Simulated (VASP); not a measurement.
V:

```xyz
1
Lattice="-1.5144 1.5144 1.5144 1.5144 -1.5144 1.5144 1.5144 1.5144 -1.5144" Properties=species:S:1:pos:R:3 pbc="T T T"
V     0.0000    0.0000    0.0000
```

| Quantity | Value |
| --- | --- |
| Program | VASP 6.6.1 |
| Task | relaxation of cell and atoms |
| Functional | LDA |
| Potentials or basis | VASP PAW LDA potentials, release 64 (V_sv) |
| Cutoff | 600 eV |
| k mesh | 12 × 12 × 12 |
| Occupations | fermi-dirac, width 0.05 eV |
| Spin | collinear spin, ferromagnetic start |
| Starting moments | [2.0] μB |

At the start: pressure -17.5 GPa; volume 13.89 Å³/atom.

Where does the relaxation end?

Over 4 steps the energy falls by 81.0 meV/atom and the volume is 12.52 Å³/atom (-9.8 %); space group Im-3m (No. 229, to 0.05 Å); moment 0.00 μB per cell.

Step by step:
```
step  energy change (eV)  largest force (eV/Å)  pressure (GPa)  volume (Å³)
   1              0.0000                0.0000          -17.46        13.89
   2              0.0523                0.0000           32.82        11.06
   3             -0.0809                0.0000           -0.56        12.55
   4             -0.0810                0.0000           -0.06        12.52
```

Final structure:
```yaml
crystal:
  lattice:
    - [-1.46294, 1.46294, 1.46294]
    - [1.46294, -1.46294, 1.46294]
    - [1.46294, 1.46294, -1.46294]
  atoms:
    - { symbol: V, position: [0.00000, 0.00000, 0.00000] }
```
